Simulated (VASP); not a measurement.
**BN: single point with PBE+D3(BJ)**

The system is BN.

```
B N
1.0
     2.54781    0.00000    0.00000
    -1.27391    2.16852    0.00000
     0.00000    0.00000    6.66120
B N
2 2
Cartesian
  0.0000 1.4457 1.6653
  1.2739 0.7228 4.9959
  0.0000 1.4457 4.9959
  1.2739 0.7228 1.6653
```

This cell differs from its parent crystal: strain +0.0175 x Voigt [1, 0, 0, 0, 0, 0].

- Program: VASP 6.6.1
- Task: single point
- Functional: PBE
- Dispersion: D3(BJ)
- Potentials or basis: VASP PAW PBE potentials, release 64 (B, N)
- Cutoff: 520 eV
- k mesh: 12 × 12 × 4
- Occupations: gaussian, width 0.05 eV
- Spin: no spin polarisation
- Dipole correction: no
- Further INCAR settings: ALGO = Normal; EDIFF = 1e-06; NBANDS = 16

```yaml
Pressure: -5.2 GPa
Largest_force: 0.195 eV/Å
Band_gap_on_the_k_mesh: 4.18 eV, indirect (least direct gap 4.58 eV)
Dispersion_energy_per_atom: -0.138 eV
```

Forces in eV/Å, atoms in the order of the input:
```
B    0.000 -0.192  0.000
B    0.000  0.192  0.000
N    0.000 -0.195  0.000
N    0.000  0.195  0.000
```

Stress tensor (GPa, compression positive):
```
-13.91   0.00   0.00
  0.00  -1.49   0.00
  0.00   0.00  -0.29
```

Levels at points of the mesh, in eV from the valence-band top:
| k point | band 5 | band 6 | band 7 | band 8 | band 9 | band 10 | band 11 | band 12 |
| --- | --- | --- | --- | --- | --- | --- | --- | --- |
| (0.00, 0.00, 0.00) | -1.42 | -1.38 | -1.35 | -1.31 | 5.21 | 10.16 | 11.13 | 11.25 |
| (0.50, 0.00, 0.00) | -4.04 | -3.98 | -1.49 | -0.47 | 4.18 | 5.56 | 9.39 | 9.84 |
| (0.00, 0.50, 0.00) | -4.29 | -4.22 | -1.32 | -0.35 | 4.28 | 5.54 | 9.02 | 9.30 |
| (0.00, 0.00, 0.50) | -1.40 | -1.40 | -1.33 | -1.33 | 7.52 | 7.52 | 11.19 | 11.19 |
| (0.50, 0.00, 0.50) | -4.01 | -4.01 | -0.97 | -0.97 | 4.65 | 4.65 | 9.79 | 9.79 |
| (0.00, 0.50, 0.50) | -4.26 | -4.26 | -0.81 | -0.81 | 4.69 | 4.69 | 9.30 | 9.30 |

It took 37 s on 1 thread of Intel(R) Xeon(R) Platinum 8488C (Sapphire Rapids) (shared host), peak memory 0.2 GiB.

Caveat: the cell differs from its parent crystal (strain +0.0175 x Voigt [1, 0, 0, 0, 0, 0]). A k mesh can miss the band edges.
